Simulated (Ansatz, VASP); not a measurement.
One calculation of Zr3SiO, two programs

```
CELL_PARAMETERS angstrom
4.21800 0.00000 0.00000
0.00000 4.21800 0.00000
0.00000 0.00000 4.21800
ATOMIC_POSITIONS crystal
Zr 0.00000 0.50000 0.50000
Zr 0.50000 0.00000 0.50000
Zr 0.50000 0.50000 0.00000
Si 0.50000 0.50000 0.50000
O 0.00000 0.00000 0.00000
```

Change from the starting cell: species swapped into the YBRh3 type (Pm-3m, No. 221).

Alike in both runs: task relaxation of cell and atoms; functional PBE; k mesh 4 × 4 × 4; occupations gaussian, width 0.1 eV; no spin polarisation.

```csv
,VASP,Ansatz
version,VASP 6.6.1,Ansatz 0.2.0
potentials or method,"VASP PAW PBE potentials, release 64 (Zr_sv, Si, O), cutoff 600 eV","scalar-relativistic, plane waves, PAW"
valence electrons in the cell,46,46
```

Ansatz gave:

| Item | Value |
| --- | --- |
| gap on the k mesh at the Fermi level, each at its own relaxed structure (eV) | none |
| relaxed volume (Å³/atom) | 23.88 |
| relaxed cell length with the largest relative difference (Å) | 4.924 |

Problem. Which values does VASP return?

Solution. gap on the k mesh at the Fermi level, each at its own relaxed structure (eV): none; relaxed volume (Å³/atom): 23.71; relaxed cell length with the largest relative difference (Å): 4.912.

A gap of «none» marks a metal or a gap that the smearing closes.

The k mesh is coarse, so the values compare programs but aren't converged. Noted on VASP's run: the volume moved by over 15 % at a fixed basis, so the end points are rough.
